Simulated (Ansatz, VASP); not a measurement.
PtSe2: VASP beside Ansatz

The input INCAR:

```
SYSTEM = PtSe2
ALGO = Normal
EDIFF = 1E-6
ENCUT = 520
GGA = PE
ISIF = 2
ISMEAR = 0
LASPH = .True.
LCHARG = .True.
LELF = .True.
LREAL = .False.
LVHAR = .True.
LWAVE = .False.
NBANDS = 18
NELM = 80
PREC = Accurate
SIGMA = 0.15
```

File KPOINTS:

```
k-points
0
Gamma
  12 12 10
  0 0 0
```

Contents of POSCAR:

```
PtSe2
1.0
    3.4260805562      0.0000000000      0.0000000000
   -1.7130402781      2.9670727971      0.0000000000
    0.0000000000      0.0000000000      4.8595200000
Pt Se
1 2
Direct
    0.0000000000      0.0000000000      0.0000000000
    0.3333333333      0.6666666667      0.2500000000
    0.6666666667      0.3333333333      0.7500000000
```

Input for Ansatz:

```yaml
crystal:
  lattice:
    - [3.4260805562, 0.0, 0.0]
    - [-1.7130402781, 2.9670727971, 0.0]
    - [0.0, 0.0, 4.85952]
  atoms:
    - { symbol: Pt, position: [0.0, 0.0, 0.0] }
    - { symbol: Se, position: [0.3333333333, 0.6666666667, 0.25] }
    - { symbol: Se, position: [0.6666666667, 0.3333333333, 0.75] }
basis:
  ecutwfc: 420
kpoints:
  mp_grid: { grid: [12, 12, 10] }
hamiltonian:
  xc: pbe
scf:
  occupations: { method: gaussian, width: 0.15 }
output:
  forces: true
  stress: true
  eigenvalues: true
```

Change from the starting cell: strain -0.080 along x and y, -0.040 along z, atoms carried along.

Alike in both runs: task single point; functional PBE; k mesh 12 × 12 × 10; occupations gaussian, width 0.15 eV; no spin polarisation.

|  | VASP | Ansatz |
| --- | --- | --- |
| version | VASP 6.6.1 | Ansatz 0.2.0 |
| potentials or method | VASP PAW PBE potentials, release 64 (Pt, Se), cutoff 520 eV | scalar-relativistic, plane waves, PAW |
| valence electrons in the cell | 22 | 50 |

```tsv
	VASP	Ansatz	Ansatz less VASP
gap on the k mesh at the Fermi level (eV)	none	none	-
pressure (GPa)	59.3	58.9	-0.40
traceless stress, the component that is largest in VASP (GPa)	-14.31	-14.20	+0.101
rms of the force components (eV/Å)	2.081	2.062	-0.0191
```

Atom by atom the forces differ by 0.019 eV/Å (rms over components). A gap of «none» marks a metal or a gap that the smearing closes. Both programs put the cell under a high pressure, so it lies far from rest at this level. VASP's potentials hold 22 valence electrons a cell and Ansatz's 50, so a difference there can come from the potentials and not from the codes.

Neither program's run includes spin-orbit coupling.
